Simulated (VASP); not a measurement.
# Zr (P6/mmm) in VASP: notebook

Runs on Zr. Level: PBE. Tasks: single point, relaxation of cell and atoms.

Program: VASP 6.6.1. These are calculated values, not measurements. Logs are shortened: lines on timing, memory, paths and dates and some standing lists are left out, and cuts for length are marked.

## 1. The cell of the first run

Symmetry: P6/mmm, No. 191, hexagonal system. The conventional cell has a = 5.042 Å, b = 5.042 Å, c = 3.149 Å, α = 90.00°, β = 90.00°, γ = 120.00°. Zr (site symmetry -6m2) has 11 Zr at 2.91 to 3.31 Å within 3.8 Å. Within 4.1 Å of Zr (site symmetry 6/mmm) lie 14 Zr at 3.15 to 3.31 Å.

## 2. Single point, PBE

INCAR reads:

```
SYSTEM = Zr
PREC = Accurate ; ENCUT = 520
EDIFF = 1E-6 ; ISMEAR = 0
SIGMA = 0.1 ; LREAL = .FALSE.
LASPH = .TRUE. ; NELM = 100
ALGO = Normal ; ISIF = 2
LWAVE = .FALSE. ; LCHARG = .TRUE.
GGA = PE ; LELF = .TRUE.
LVHAR = .TRUE. ; NBANDS = 25
```

KPOINTS reads:

```
regular mesh
0
G
  12 12 14
  0 0 0
```

POSCAR reads:

```
Zr
1.0
    5.0423649870      0.0000000000      0.0000000000
   -2.5211824935      4.3668161739      0.0000000000
    0.0000000000      0.0000000000      3.1491838132
Zr
3
Direct
    0.6666666667      0.3333333333      0.5000000000
    0.3333333333      0.6666666667      0.5000000000
    0.0000000000      0.0000000000      0.0000000000
```

Potentials or basis: VASP PAW PBE potentials, release 64 (Zr_sv).

Run with:

```bash
$ cat potpaw_PBE.64/Zr_sv/POTCAR > POTCAR
$ mpirun -np 1 vasp_std > vasp.out
```

OUTCAR:

```text
SYSTEM = Zr
   PREC = Accurate
   ENCUT = 520
   EDIFF = 1E-6
   ISMEAR = 0
   LREAL = .FALSE.
   LASPH = .TRUE.
   NELM = 100
   ISIF = 2
   GGA = PE

 ion  position               nearest neighbor table
   1  0.667  0.333  0.500-   2 2.91   2 2.91   2 2.91   3 3.31   3 3.31   3 3.31   3 3.31   3 3.31
                             3 3.31
   2  0.333  0.667  0.500-   1 2.91   1 2.91   1 2.91   3 3.31   3 3.31   3 3.31   3 3.31   3 3.31
                             3 3.31
   3  0.000  0.000  0.000-   1 3.31   2 3.31   1 3.31   2 3.31   1 3.31   1 3.31   2 3.31   2 3.31
                             1 3.31   1 3.31   2 3.31   2 3.31

  LATTYP: Found a hexagonal cell.
 ALAT       =     5.0423649870
 C/A-ratio  =     0.6245449945

  Lattice vectors:

 A1 = (   5.0423649870,   0.0000000000,   0.0000000000)
 A2 = (  -2.5211824935,   4.3668161739,   0.0000000000)
 A3 = (   0.0000000000,   0.0000000000,   3.1491838132)

Analysis of symmetry for initial positions (statically):
=====================================================================
 Subroutine PRICEL returns:
 Original cell was already a primitive cell.

 Routine SETGRP: Setting up the symmetry group for a
 hexagonal supercell.

 Subroutine GETGRP returns: Found 24 space group operations
 (whereof 24 operations were pure point group operations)
 out of a pool of 24 trial point group operations.

The static configuration has the point symmetry D_6h.

Analysis of symmetry for dynamics (positions and initial velocities):
=====================================================================
 Subroutine PRICEL returns:
 Original cell was already a primitive cell.

 Routine SETGRP: Setting up the symmetry group for a
 hexagonal supercell.

 Subroutine GETGRP returns: Found 24 space group operations
 (whereof 24 operations were pure point group operations)
 out of a pool of 24 trial point group operations.

The dynamic configuration has the point symmetry D_6h.

 Subroutine INISYM returns: Found 24 space group operations
 (whereof 24 operations are pure point group operations),
 and found     1 'primitive' translations

----------------------------------------------------------------------------------------

                                     Primitive cell

  volume of cell :      69.3421

  direct lattice vectors                    reciprocal lattice vectors
     5.042364987  0.000000000  0.000000000     0.198319638  0.114499897  0.000000000
    -2.521182494  4.366816174  0.000000000     0.000000000  0.228999793  0.000000000
     0.000000000  0.000000000  3.149183813     0.000000000  0.000000000  0.317542595

  length of vectors
     5.042364987  5.042364987  3.149183813     0.228999793  0.228999793  0.317542595

  position of ions in fractional coordinates (direct lattice)
     0.666666667  0.333333333  0.500000000
     0.333333333  0.666666667  0.500000000
     0.000000000  0.000000000  0.000000000

  ion indices of the primitive-cell ions
   primitive index   ion index
                 1           1
                 2           2
                 3           3

----------------------------------------------------------------------------------------

 KPOINTS: regular mesh

Automatic generation of k-mesh.
 Grid dimensions read from file:
 generate k-points for:   12   12   14

 Generating k-lattice:

  Cartesian coordinates                     Fractional coordinates (reciprocal lattice)
     0.016526637  0.009541658  0.000000000     0.083333333  0.000000000  0.000000000
     0.000000000  0.019083316  0.000000000     0.000000000  0.083333333  0.000000000
     0.000000000  0.000000000  0.022681614     0.000000000  0.000000000  0.071428571

  Length of vectors
     0.019083316  0.019083316  0.022681614

  Shift w.r.t. Gamma in fractional coordinates (k-lattice)
     0.000000000  0.000000000  0.000000000

 Subroutine IBZKPT returns following result:
 ===========================================

 Found    152 irreducible k-points:

 Following reciprocal coordinates:
            Coordinates               Weight
  0.000000  0.000000  0.000000      1.000000
  0.083333  0.000000  0.000000      6.000000
  0.166667  0.000000  0.000000      6.000000
  0.250000  0.000000  0.000000      6.000000
  0.333333  0.000000  0.000000      6.000000
  0.416667  0.000000  0.000000      6.000000
[... 16 lines left out ...]
  0.250000  0.000000  0.071429     12.000000
  0.333333  0.000000  0.071429     12.000000
 [... further k-points ...]
   k-points           NKPTS =    152   k-points in BZ     NKDIM =    152   number of bands    NBANDS=     25
   number of dos      NEDOS =    301   number of ions     NIONS =      3
   total plane-waves  NPLWV =  38400
   dimension x,y,z NGX =    40 NGY =   40 NGZ =   24
   dimension x,y,z NGXF=    80 NGYF=   80 NGZF=   48
   ions per type =               3
   NGX,Y,Z   is equivalent  to a cutoff of  13.19, 13.19, 12.67 a.u.
   NGXF,Y,Z  is equivalent  to a cutoff of  26.38, 26.38, 25.34 a.u.
 SYSTEM =  Zr
   PREC   = accura    normal or accurate (medium, high low for compatibility)
   ISTART =      0    job   : 0-new  1-cont  2-samecut
   ICHARG =      2    charge: 1-file 2-atom 10-const
   ISPIN  =      1    spin polarized calculation?
   LNONCOLLINEAR =      F non collinear calculations
   LSORBIT =      F    spin-orbit coupling
   LASPH  =      T    aspherical Exc in radial PAW
   ENCUT  =  520.0 eV  38.22 Ry    6.18 a.u.   9.38  9.38  5.86*2*pi/ulx,y,z
   NELM   =    100;   NELMIN=  2; NELMDL= -5     # of ELM steps
   EDIFF  = 0.1E-05   stopping-criterion for ELM
   LREAL  =      F    real-space projection
   EDIFFG = 0.1E-04   stopping-criterion for IOM
   NSW    =      0    number of steps for IOM
   IBRION =     -1    ionic relax: 0-MD 1-quasi-New 2-CG
   NFREE  =      0    steps in history (QN), initial steepest desc. (CG)
   ISIF   =      2    stress and relaxation
   ISYM   =      2    0-nonsym 1-usesym 2-fastsym
   POTIM  = 0.5000    time-step for ionic-motion
   TEBEG  =    0.0;   TEEND  =   0.0 temperature during run
   PSTRESS=    0.0 pullay stress
   NELECT =      36.0000    total number of electrons
   NUPDOWN=      -1.0000    fix difference up-down
   EMIN   =  10.00;   EMAX   =-10.00  energy-range for DOS
   EFERMI =   0.00;   METHOD = LEGACY
   ISMEAR =     0;   SIGMA  =   0.10  broadening in eV -4-tet -1-fermi 0-gaus
   EFERMI_NEDOS =   21; number of points for ismear=-14 and -15
   IALGO  =     38    algorithm
   IMIX   =      4    mixing-type and parameters
     AMIX     =   0.40;   BMIX     =  1.00
     AMIX_MAG =   1.60;   BMIX_MAG =  1.00
  volume/ion in A,a.u.               =      23.11       155.98
  Fermi-wavevector in a.u.,A,eV,Ry     =   1.315760  2.486425 23.554729  1.731224
  Thomas-Fermi vector in A             =   2.445920
   LORBIT       =      0    0 simple, 1 ext, 2 COOP (PROOUT), +10 PAW based schemes
   GGA     = PE    functional components
   LHFCALC =     F    Hartree Fock is set to
   AEXX    =    0.0000 exact exchange contribution
   IVDW    =     0    specifies the selected vdW correction
   LEPSILON=     F    determine dielectric tensor
   LRPA    =     F    only Hartree local field effects (RPA)
 non-spin polarized calculation
 Gauss-broadening in eV      SIGMA  =   0.10
  energy-cutoff  :      520.00
  volume of cell :       69.34
 maximum number of plane-waves:      1896
 NGX is ok and might be reduce to    40
   NGX = 19   NGY = 19   NGZ = 11

 number of electron      36.0000000 magnetization

 Free energy of the ion-electron system (eV)
  ---------------------------------------------------
  ext. energy  EPLUGINS =         0.00000000
  ---------------------------------------------------
  free energy    TOTEN  =       -25.56730129 eV

  energy without entropy =      -25.55187559  energy(sigma->0) =      -25.55958844

 E-fermi :   8.9487     XC(G=0): -11.1132

 val. band max:        8.9481149997   @ k =   0.1667   0.0000   0.0714
 cond. band min:       8.9504946491   @ k =   0.0000   0.0000   0.0714
 fundamental gap:      0.0023796494
 Fermi energy:         8.9487114795

 k-point     1 :       0.0000    0.0000    0.0000
  band No.  band energies     occupation
      1     -39.9352      2.00000
      2     -39.6570      2.00000
      3     -39.4645      2.00000
      4     -18.0650      2.00000
      5     -18.0650      2.00000
      6     -18.0499      2.00000
[... 17 lines left out ...]
     24      11.1905      0.00000
     25      11.2424      0.00000

 k-point     2 :       0.0833    0.0000    0.0000
  band No.  band energies     occupation
      1     -39.9341      2.00000
      2     -39.6550      2.00000
      3     -39.4678      2.00000
      4     -18.1369      2.00000
      5     -18.1268      2.00000
      6     -17.9763      2.00000
[... 17 lines left out ...]
     24      10.9082      0.00000
     25      11.5953      0.00000

 k-point     3 :       0.1667    0.0000    0.0000
  band No.  band energies     occupation
      1     -39.9311      2.00000
      2     -39.6491      2.00000
      3     -39.4772      2.00000
      4     -18.2092      2.00000
      5     -18.1646      2.00000
      6     -17.8993      2.00000
[... 17 lines left out ...]
     24      10.8731      0.00000
     25      11.9693      0.00000

 k-point     4 :       0.2500    0.0000    0.0000
  band No.  band energies     occupation
      1     -39.9272      2.00000
      2     -39.6391      2.00000
      3     -39.4917      2.00000
      4     -18.2705      2.00000
      5     -18.1658      2.00000
      6     -17.8314      2.00000
[... 17 lines left out ...]
     24      11.2234      0.00000
     25      12.5681      0.00000

 k-point     5 :       0.3333    0.0000    0.0000
  band No.  band energies     occupation
      1     -39.9234      2.00000
      2     -39.6259      2.00000
      3     -39.5093      2.00000
      4     -18.3170      2.00000
      5     -18.1305      2.00000
      6     -17.7779      2.00000
[... 17 lines left out ...]
     24      11.6728      0.00000
     25      12.4032      0.00000

 k-point     6 :       0.4167    0.0000    0.0000
  band No.  band energies     occupation
      1     -39.9207      2.00000
      2     -39.6122      2.00000
      3     -39.5261      2.00000
      4     -18.3460      2.00000
      5     -18.0676      2.00000
      6     -17.8241      2.00000
[... 17 lines left out ...]
     24      11.8370      0.00000
     25      12.1836      0.00000
[... 393 lines left out ...]
 k-point    21 :       0.0833    0.0000    0.0714
  band No.  band energies     occupation
      1     -39.9306      2.00000
      2     -39.6529      2.00000
      3     -39.4651      2.00000
      4     -18.1298      2.00000
      5     -18.1198      2.00000
      6     -17.9727      2.00000
[... 17 lines left out ...]
     24      10.9392      0.00000
     25      11.6839      0.00000

 k-point    22 :       0.1667    0.0000    0.0714
  band No.  band energies     occupation
      1     -39.9278      2.00000
      2     -39.6468      2.00000
      3     -39.4744      2.00000
      4     -18.2008      2.00000
      5     -18.1574      2.00000
      6     -17.8977      2.00000
[... 17 lines left out ...]
     24      10.8899      0.00000
     25      12.0718      0.00000

 k-point    23 :       0.2500    0.0000    0.0714
  band No.  band energies     occupation
      1     -39.9240      2.00000
      2     -39.6367      2.00000
      3     -39.4889      2.00000
      4     -18.2611      2.00000
      5     -18.1594      2.00000
      6     -17.8318      2.00000
[... 17 lines left out ...]
     24      11.1816      0.00000
     25      12.4932      0.00000

 k-point    24 :       0.3333    0.0000    0.0714
  band No.  band energies     occupation
      1     -39.9204      2.00000
      2     -39.6233      2.00000
      3     -39.5066      2.00000
      4     -18.3069      2.00000
      5     -18.1258      2.00000
      6     -17.7838      2.00000
[... 17 lines left out ...]
     24      11.6207      0.00000
     25      12.3580      0.00000

 [... further k-points ...]

------------------------ aborting loop because EDIFF is reached ----------------------------------------

  FORCE on cell =-STRESS in cart. coord.  units (eV):
  Direction    XX          YY          ZZ          XY          YZ          ZX
  --------------------------------------------------------------------------------------
  -------------------------------------------------------------------------------------
  Total        0.0085563      0.0085563     -0.0027458      0.0000000      0.0000000     -0.0000000
  in kB        0.1976963      0.1976963     -0.0634431      0.0000000      0.0000000     -0.0000000
  external PRESSURE =       0.1106498 kB  Pullay stress =       0.0000000 kB

 VOLUME and BASIS-vectors are now :
 -----------------------------------------------------------------------------
  energy-cutoff  :      520.00
  volume of cell :       69.34
      direct lattice vectors                 reciprocal lattice vectors
     5.042364987  0.000000000  0.000000000     0.198319638  0.114499897  0.000000000
    -2.521182494  4.366816174  0.000000000     0.000000000  0.228999793  0.000000000
     0.000000000  0.000000000  3.149183813     0.000000000  0.000000000  0.317542595

 POSITION                                       TOTAL-FORCE (eV/Angst)
 -----------------------------------------------------------------------------------
      2.52118      1.45561      1.57459         0.000000      0.000000      0.000000
     -0.00000      2.91121      1.57459        -0.000000      0.000000      0.000000
      0.00000      0.00000      0.00000        -0.000000      0.000000      0.000000
 -----------------------------------------------------------------------------------
    total drift:                                0.000000      0.000000      0.000000

  FREE ENERGIE OF THE ION-ELECTRON SYSTEM (eV)
  ---------------------------------------------------
  free  energy   TOTEN  =       -25.5673012929 eV

  energy  without entropy=      -25.5518755905  energy(sigma->0) =      -25.55958844
```

Wall time 2.3 min (1 thread of Intel Xeon 6975P-C (Granite Rapids), shared host); peak memory 0.32 GiB.

Results:

- Free energy: -25.5673 eV
- Pressure: 0.0 GPa
- Band gap on the k mesh: zero (band 18 reaches 9.27 eV, above the bottom of band 19 at 8.72 eV)

## 3. Relaxation of cell and atoms, PBE

This run uses another cell than the first one, of 22.90 Å³/atom, 0.991 times its volume.

INCAR reads:

```
PREC     = Accurate       # precision mode
ENCUT    = 600            # plane-wave cutoff, eV
EDIFF    = 1E-6           # SCF threshold, eV
ISMEAR   = 0              # smearing method
SIGMA    = 0.1            # smearing width, eV
LREAL    = F              # projectors in reciprocal space
LASPH    = T              # aspherical terms in the spheres
NELM     = 100            # most SCF steps
ALGO     = Normal         # electronic algorithm
ISIF     = 3              # what is computed and relaxed
LWAVE    = F              # write WAVECAR
LCHARG   = F              # write CHGCAR
GGA      = PE             # functional
IBRION   = 2              # ionic algorithm
NSW      = 100            # ionic steps
EDIFFG   = -0.002         # ionic threshold
```

KPOINTS reads:

```
Automatic mesh
0
Gamma
  12 12 14
```

POSCAR reads:

```
Zr
1.0
    5.0328000000      0.0000000000      0.0000000000
   -2.5164000000      4.3585326500      0.0000000000
    0.0000000000      0.0000000000      3.1324000000
Zr
3
Direct
    0.6666666700      0.3333333300      0.5000000000
    0.3333333300      0.6666666700      0.5000000000
    0.0000000000      0.0000000000      0.0000000000
```

Potentials or basis: VASP PAW PBE potentials, release 64 (Zr_sv).

Run with:

```bash
$ cat potpaw_PBE.64/Zr_sv/POTCAR > POTCAR
$ mpirun -np 1 vasp_std > vasp.out
```

Wall time 12 min (1 thread of Intel Xeon 6975P-C (Granite Rapids), shared host); peak memory 0.36 GiB.

It converged, with:

```
Free energy                            : -25.5672 eV
Relaxed volume                         : 23.12 Å³/atom
Relaxed cell                           : a = 5.043 Å, b = 5.043 Å, c = 3.148 Å, α = 90.00°, β = 90.00°, γ = 120.00°
Space group after relaxing (to 0.05 Å) : P6/mmm (No. 191)
Energy gained by relaxing              : 0.7 meV/atom
Ionic steps                            : 10
Pressure after relaxing                : 0.0 GPa
Band gap on the k mesh                 : zero (band 18 reaches 9.26 eV, above the bottom of band 19 at 8.71 eV)
```

The path:
| step | energy change (eV) | largest force (eV/Å) | pressure (GPa) | volume (Å³) |
| --- | --- | --- | --- | --- |
| 1 | 0.0000 | 0.0000 | 0.91 | 68.71 |
| 2 | -0.0002 | 0.0000 | -0.89 | 70.02 |
| 3 | -0.0020 | 0.0000 | -0.02 | 69.38 |
| 4 | -0.0020 | 0.0000 | -0.03 | 69.39 |
| 5 | -0.0021 | 0.0000 | -0.02 | 69.37 |
| 6 | -0.0021 | 0.0000 | -0.02 | 69.37 |
| 7 | -0.0021 | 0.0000 | -0.01 | 69.36 |
| 8 | -0.0021 | 0.0000 | -0.01 | 69.37 |
| 9 | -0.0021 | 0.0000 | -0.01 | 69.37 |
| 10 | -0.0021 | 0.0000 | -0.01 | 69.36 |

Final structure:
```yaml
crystal:
  lattice:
    - [5.04340, 0.00000, 0.00000]
    - [-2.52170, 4.36772, 0.00000]
    - [0.00000, 0.00000, 3.14848]
  atoms:
    - { symbol: Zr, position: [0.66667, 0.33333, 0.50000] }
    - { symbol: Zr, position: [0.33333, 0.66667, 0.50000] }
    - { symbol: Zr, position: [0.00000, 0.00000, 0.00000] }
```

Levels at points of the mesh, in eV from the Fermi level:
| k point | band 14 | band 15 | band 16 | band 17 | band 18 | band 19 | band 20 | band 21 | band 22 |
| --- | --- | --- | --- | --- | --- | --- | --- | --- | --- |
| (0.00, 0.00, 0.00) | -2.35 | -0.51 | -0.51 | -0.46 | -0.46 | -0.18 | 0.83 | 1.62 | 1.62 |
| (0.50, 0.00, 0.00) | -3.13 | -2.90 | -0.61 | -0.58 | -0.48 | 0.01 | 0.68 | 1.12 | 1.56 |
| (0.00, 0.00, 0.50) | -2.47 | -2.15 | -1.87 | -1.87 | -1.39 | 1.19 | 1.19 | 1.64 | 1.64 |
| (0.50, 0.00, 0.50) | -2.32 | -1.92 | -1.46 | -0.78 | -0.49 | 0.31 | 0.92 | 1.15 | 1.40 |

## 4. Single point, PBE

This run uses another cell than the first one, of 22.90 Å³/atom, 0.991 times its volume.

INCAR reads:

```
ALGO = Normal ; EDIFF = 1E-6
ENCUT = 520 ; GGA = PE
ISIF = 2 ; ISMEAR = 0
LASPH = True ; LCHARG = True
LELF = True ; LREAL = False
LVHAR = True ; LWAVE = False
NBANDS = 25 ; NELM = 100
PREC = Accurate ; SIGMA = 0.1
```

KPOINTS reads:

```
k-points
0
Gamma
  6 6 6
```

POSCAR is that of step 3.

Run with:

```bash
$ cat potpaw_PBE.64/Zr_sv/POTCAR > POTCAR
$ mpirun -np 1 vasp_std > vasp.out
```

Run time: 27 s. Hardware: 1 thread of Intel Xeon 6975P-C (Granite Rapids), shared host; peak memory 0.19 GiB.

The run converged. Its results:

```yaml
Free_energy: -25.5641 eV
Pressure: 0.8 GPa
Band_gap_on_the_k_mesh: zero (band 18 reaches 9.23 eV, above the bottom of band 19 at 8.85 eV)
```

Stress tensor (GPa, compression positive):
```
0.48 0.00 0.00
0.00 0.48 0.00
0.00 0.00 1.57
```

Levels at points of the mesh, in eV from the Fermi level:
```csv
k point,band 14,band 15,band 16,band 17,band 18,band 19,band 20,band 21,band 22,band 23
"(0.00, 0.00, 0.00)",-2.34,-0.47,-0.47,-0.42,-0.42,-0.15,0.85,1.66,1.66,2.31
"(0.50, 0.00, 0.00)",-3.09,-2.88,-0.58,-0.56,-0.45,0.04,0.71,1.20,1.63,2.46
"(0.00, 0.00, 0.50)",-2.46,-2.09,-1.85,-1.85,-1.32,1.23,1.23,1.70,1.70,4.29
"(0.50, 0.00, 0.50)",-2.30,-1.90,-1.45,-0.74,-0.44,0.34,0.98,1.24,1.46,2.92
```

## 5. The runs side by side

| task | cell | k mesh | cutoff (eV) | gap on the mesh (eV) | pressure (GPa) |
| --- | --- | --- | --- | --- | --- |
| single point | a = 5.042, b = 5.042, c = 3.149 Å, angles 90.0, 90.0, 120.0°, 3 atoms | 12 × 12 × 14 | 520 | none | 0.0 |
| relaxation of cell and atoms | relaxed from a = 5.033, b = 5.033, c = 3.132 Å, angles 90.0, 90.0, 120.0°, 3 atoms | 12 × 12 × 14 | 600 | none | 0.0 |
| single point | a = 5.033, b = 5.033, c = 3.132 Å, angles 90.0, 90.0, 120.0°, 3 atoms | 6 × 6 × 6 | 520 | none | 0.8 |

Alike in all rows: level PBE; potentials or basis VASP PAW PBE potentials, release 64 (Zr_sv); no spin polarisation; smearing gaussian 0.1 eV.

Absolute energies hang on the potentials; compare differences alone.
